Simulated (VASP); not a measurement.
AlN:

```
Al N
1.0
     0.00000    2.18488    2.18488
     2.18488    0.00000    2.18488
     2.18488    2.18488    0.00000
Al N
1 1
Cartesian
  0.0000 0.0000 0.0000
  1.0924 1.0924 1.0924
```

Base run:

| Item | Value |
| --- | --- |
| Program | VASP 6.6.1 |
| Functional | PBE |
| Potentials or basis | VASP PAW PBE potentials, release 64 (Al, N) |
| Cutoff | 520 eV |
| k mesh | 8 × 8 × 8 |
| Occupations | gaussian, width 0.01 eV |
| Spin | no spin polarisation |

Its results: band gap on the k mesh 3.32 eV, indirect (least direct gap 4.19 eV); pressure 4.3 GPa.

Q: The run is repeated on the same cell with these changes: functional from PBE to r2SCAN; further incar settings from ALGO = Normal; EDIFF = 1e-06; NBANDS = 11 to ALGO = Normal; EDIFF = 1e-07; NBANDS = 11. What comes out?

A: Band gap on the k mesh 3.93 eV, indirect (least direct gap 4.88 eV); pressure -0.4 GPa.

Caveats: the PAW data sets were made with another functional, which shifts forces and pressure a little (some runs).

A k mesh can miss the band edges.
